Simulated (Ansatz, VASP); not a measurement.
## Two plane-wave programs on Sb

```
CELL_PARAMETERS angstrom
2.18719 1.26278 3.84666
-2.18719 1.26278 3.84666
0.00000 -2.52555 3.84666
ATOMIC_POSITIONS crystal
Sb 0.23274 0.23274 0.23274
Sb 0.76726 0.76726 0.76726
```

Alike in both runs: task relaxation of cell and atoms; functional PBE; k mesh 18 × 18 × 18; occupations fermi-dirac, width 0.15 eV; no spin polarisation.

|  | VASP | Ansatz |
| --- | --- | --- |
| version | VASP 6.6.1 | Ansatz 0.2.0 |
| potentials or method | VASP PAW PBE potentials, release 64 (Sb), cutoff 600 eV | scalar-relativistic, plane waves, PAW |
| valence electrons in the cell | 10 | 30 |

VASP gave:

```
gap on the k mesh at the Fermi level, each at its own relaxed structure (eV)  : none
relaxed volume (Å³/atom)                                                      : 31.73
relaxed length of the cell vector where the two differ most in proportion (Å) : 4.588
```

Task: Estimate Ansatz's values.

Result: gap on the k mesh at the Fermi level, each at its own relaxed structure (eV): none; relaxed volume (Å³/atom): 31.84; relaxed length of the cell vector where the two differ most in proportion (Å): 4.602.

A gap of «none» marks a metal or a gap that the smearing closes. VASP's potentials hold 10 valence electrons a cell and Ansatz's 30, so a difference there can come from the potentials and not from the codes.

Spin-orbit coupling is off throughout.
